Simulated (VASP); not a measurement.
Wanted: the native input for a VASP 6.6.1 run.

- Task: single point
- Functional: PBEsol
- Potentials or basis: VASP PAW PBE potentials, release 64 (Sc_sv, Al)
- Cutoff: 520 eV
- k mesh: 10 × 10 × 10
- Occupations: gaussian, width 0.1 eV
- Spin: no spin polarisation
- Dipole correction: no
- Further INCAR settings: ALGO = Normal; EDIFF = 1e-06; NBANDS = 18

The structure of ScAl3 lies in POSCAR:

```
ScAl3
1.0
    4.0712986162      0.0000000000      0.0000000000
    0.0000000000      4.0712986162      0.0000000000
    0.0000000000      0.0000000000      4.0712986162
Sc Al
1 3
Direct
    0.0000000000      0.0000000000      0.0000000000
    0.5000000000      0.0000000000      0.5000000000
    0.0000000000      0.5000000000      0.5000000000
    0.5000000000      0.5000000000      0.0000000000
```

These files were run (other wordings do the same):

INCAR

```
SYSTEM = ScAl3
PREC     = Accurate       ! precision mode
ENCUT    = 520            ! plane-wave cutoff, eV
EDIFF    = 1E-6           ! SCF threshold, eV
ISMEAR   = 0              ! smearing method
SIGMA    = 0.1            ! smearing width, eV
LREAL    = .FALSE.        ! projectors in reciprocal space
LASPH    = .TRUE.         ! aspherical terms in the spheres
NELM     = 100            ! most SCF steps
ALGO     = Normal         ! electronic algorithm
ISIF     = 2              ! what is computed and relaxed
LWAVE    = .FALSE.        ! write WAVECAR
LCHARG   = .FALSE.        ! write CHGCAR
GGA      = PS             ! functional
NBANDS   = 18             ! bands
```

KPOINTS

```
regular mesh
0
G
  10 10 10
  0 0 0
```

Potentials or basis: VASP PAW PBE potentials, release 64 (Sc_sv, Al).

The run is started by

```bash
$ cat potpaw_PBE.64/Sc_sv/POTCAR potpaw_PBE.64/Al/POTCAR > POTCAR
$ mpirun -np 1 vasp_std > vasp.out
```

It gave:

```yaml
Pressure: 0.1 GPa
Band_gap_on_the_k_mesh: zero (band 10 reaches 8.26 eV, above the bottom of band 11 at 4.35 eV)
```

Caveat: the PAW data sets were made with another functional, which shifts forces and pressure a little.

Run time: 27 s on 1 thread of Intel(R) Xeon(R) 6975P-C (Granite Rapids) (shared host), peak memory 0.2 GiB.
